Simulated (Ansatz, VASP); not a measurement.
# Two plane-wave programs on BN

INCAR

```
PREC = Accurate
ENCUT = 520
EDIFF = 1E-6
ISMEAR = 0
SIGMA = 0.05
LREAL = False
LASPH = True
NELM = 80
ALGO = Normal
ISIF = 2
LWAVE = False
LCHARG = True
GGA = PE
LELF = True
LVHAR = True
NBANDS = 11
```

KPOINTS

```
Automatic mesh
0
Gamma
  12 12 12
```

The input POSCAR:

```
BN
1.0
    0.0000000000      1.8673910300      1.7858059850
    1.8673910300      0.0000000000      1.7858059850
    1.8673910300      1.8673910300      0.0000000000
B N
1 1
Direct
    0.0000000000      0.0000000000      0.0000000000
    0.7500000000      0.7500000000      0.7500000000
```

Input for Ansatz:

```yaml
crystal:
  lattice:
    - [0.0, 1.86739103, 1.785805985]
    - [1.86739103, 0.0, 1.785805985]
    - [1.86739103, 1.86739103, 0.0]
  atoms:
    - { symbol: B, position: [0.0, 0.0, 0.0] }
    - { symbol: "N", position: [0.75, 0.75, 0.75] }
basis:
  ecutwfc: 420
kpoints:
  mp_grid: { grid: [12, 12, 12] }
hamiltonian:
  xc: pbe
scf:
  occupations: { method: gaussian, width: 0.05 }
output:
  forces: true
  stress: true
  eigenvalues: true
```

Change from the starting cell: strain +0.030 along x and y, -0.015 along z, atoms carried along.

Alike in both runs: task single point; functional PBE; k mesh 12 × 12 × 12; occupations gaussian, width 0.05 eV; no spin polarisation.

```csv
,VASP,Ansatz
version,VASP 6.6.1,Ansatz 0.2.0
potentials or method,"VASP PAW PBE potentials, release 64 (B, N), cutoff 520 eV","scalar-relativistic, plane waves, PAW"
valence electrons in the cell,8,8
```

```csv
,VASP,Ansatz,Ansatz less VASP
gap on the k mesh at the Fermi level (eV),3.67,3.68,+0.010
least direct gap on the mesh (eV),8.11,8.12,+0.009
pressure (GPa),-15.3,-15.4,-0.10
"traceless stress, the component that is largest in VASP (GPa)",16.37,16.35,-0.015
```
